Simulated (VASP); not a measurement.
A run of VASP 6.6.1 is set up as follows.

INCAR

```
SYSTEM = Lu5N
PREC     = Accurate       ! precision mode
ENCUT    = 520            ! plane-wave cutoff, eV
EDIFF    = 1E-6           ! SCF threshold, eV
ISMEAR   = 0              ! smearing method
SIGMA    = 0.1            ! smearing width, eV
LREAL    = .False.        ! projectors in reciprocal space
LASPH    = .True.         ! aspherical terms in the spheres
NELM     = 80             ! most SCF steps
ALGO     = Normal         ! electronic algorithm
ISIF     = 2              ! what is computed and relaxed
LWAVE    = .False.        ! write WAVECAR
LCHARG   = .False.        ! write CHGCAR
GGA      = PE             ! functional
NBANDS   = 74             ! bands
```

KPOINTS

```
Automatic mesh
0
Gamma
  6 6 2
  0 0 0
```

The input POSCAR:

```
Lu5N
1.0
    4.4361997600      0.0000000000      0.0000000000
   -2.2180998800      3.8418616900      0.0000000000
    0.0000000000      0.0000000000      9.1280703900
Lu N
5 1
Direct
    0.3333333300      0.6666666700      0.1547270300
    0.6666666700      0.3333333300      0.1547270300
    0.6666666700      0.3333333300      0.8452729700
    0.3333333300      0.6666666700      0.8452729700
    0.0000000000      0.0000000000      0.5000000000
    0.0000000000      0.0000000000      0.0000000000
```

Potentials or basis: VASP PAW PBE potentials, release 64 (Lu, N).

The run is started by

```console
$ cat potpaw_PBE.64/Lu/POTCAR potpaw_PBE.64/N/POTCAR > POTCAR
$ mpirun -np 1 vasp_std > vasp.out
```

(1) What does it give for the pressure?

(2) Estimate the largest force.

## Answers

(1) 5.0 GPa.

(2) 0.869 eV/Å.

Caveat: the stress differs along the axes, from -7 to 11 GPa.
